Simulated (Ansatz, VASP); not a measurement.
**One calculation of P, two programs**

The input POSCAR:

```
P
1.0
    0.0000000000      2.8159124062      2.8159124062
    2.8159124062      0.0000000000      2.8159124062
    2.8159124062      2.8159124062      0.0000000000
P
2
Direct
    0.1250000000      0.1250000000      0.1250000000
    0.8750000000      0.8750000000      0.8750000000
```

Contents of INCAR.step1:

```
PREC = Accurate ; ENCUT = 520
ISMEAR = -1 ; SIGMA = 0.1
LREAL = F ; LASPH = T
NELM = 100 ; NBANDS = 12
GGA = PE ; ALGO = Normal
EDIFF = 1E-4 ; LWAVE = T
LCHARG = F
```

INCAR.step2

```
PREC = Accurate ; ENCUT = 520
EDIFF = 1E-7 ; ISMEAR = -1
SIGMA = 0.1 ; LREAL = F
LASPH = T ; NELM = 100
ALGO = Normal ; ISIF = 2
LWAVE = F ; LCHARG = F
METAGGA = R2SCAN ; LMIXTAU = T
NBANDS = 12 ; ISTART = 1
```

The input KPOINTS:

```
regular mesh
0
Gamma
  11 11 11
```

Input for Ansatz:

```yaml
crystal:
  lattice:
    - [0.0, 2.8159124062, 2.8159124062]
    - [2.8159124062, 0.0, 2.8159124062]
    - [2.8159124062, 2.8159124062, 0.0]
  atoms:
    - { symbol: P, position: [0.125, 0.125, 0.125] }
    - { symbol: P, position: [0.875, 0.875, 0.875] }
hamiltonian:
  xc: r2scan
  pseudopotentials:
    kind: paw
    azcp:
      P: "pseudopotentials/P.paw.azcp"
basis:
  ecutwfc: 500
  fft_grid_basis: typed
kpoints:
  mp_grid: { grid: [11, 11, 11], shift: [0, 0, 0] }
magnetization:
  spin_polarized: false
scf:
  occupations: { method: fermi_dirac, width: 0.1 }
  lower_state_search: "off"
output:
  stress: true
  write_density: true
  write_potential: true
  elf: true
  volumetric_format: npy
```

Alike in both runs: task single point; functional r2SCAN; k mesh 11 × 11 × 11; occupations fermi-dirac, width 0.1 eV; no spin polarisation.

|  | VASP | Ansatz |
| --- | --- | --- |
| version | VASP 6.6.1 | Ansatz 0.2.0 |
| potentials or method | VASP PAW PBE potentials, release 64 (P), cutoff 520 eV | plane waves (500 eV) with PAW, scalar-relativistic |
| valence electrons in the cell | 10 | 10 |

```tsv
	VASP	Ansatz	Ansatz less VASP
pressure (GPa)	-4.3	-4.2	+0.10
```

VASP's potentials were made for PBE, not for r2SCAN.
